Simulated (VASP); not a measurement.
CdSe (zincblende type): single point with LDA

CdSe (zincblende type):

```
Cd Se
1.0
     0.00000    3.00438    3.00438
     3.00438    0.00000    3.00438
     3.00438    3.00438    0.00000
Cd Se
1 1
Direct
  0.00000 0.00000 0.00000
  0.25000 0.25000 0.25000
```

```yaml
Program: VASP 6.6.1
Task: single point
Functional: LDA
Potentials_or_basis: VASP PAW LDA potentials, release 64 (Cd, Se)
Cutoff: 400 eV
k_mesh: 11 × 11 × 11
Occupations: fermi-dirac, width 0.05 eV
Spin: no spin polarisation
Dipole_correction: no
k_mesh_for_the_DOS: 17 × 17 × 17
Occupations_for_the_DOS: tetrahedron
Further_INCAR_settings: ALGO = Normal; EDIFF = 1e-06
```

* Valence electrons inside the program's atomic spheres: Cd 10.35; Se 3.87

Levels at points of the mesh, in eV from the valence-band top:
```
           k point  band 5  band 6  band 7  band 8  band 9  band 10  band 11  band 12  band 13
(0.00, 0.00, 0.00)   -7.66   -7.66    0.00    0.00    0.00     0.44     5.80     5.80     5.80
```

Wall time 100 s on 1 thread of AMD EPYC 7R43 64-Core Processor (Zen 3) (shared host), peak memory 0.17 GiB.
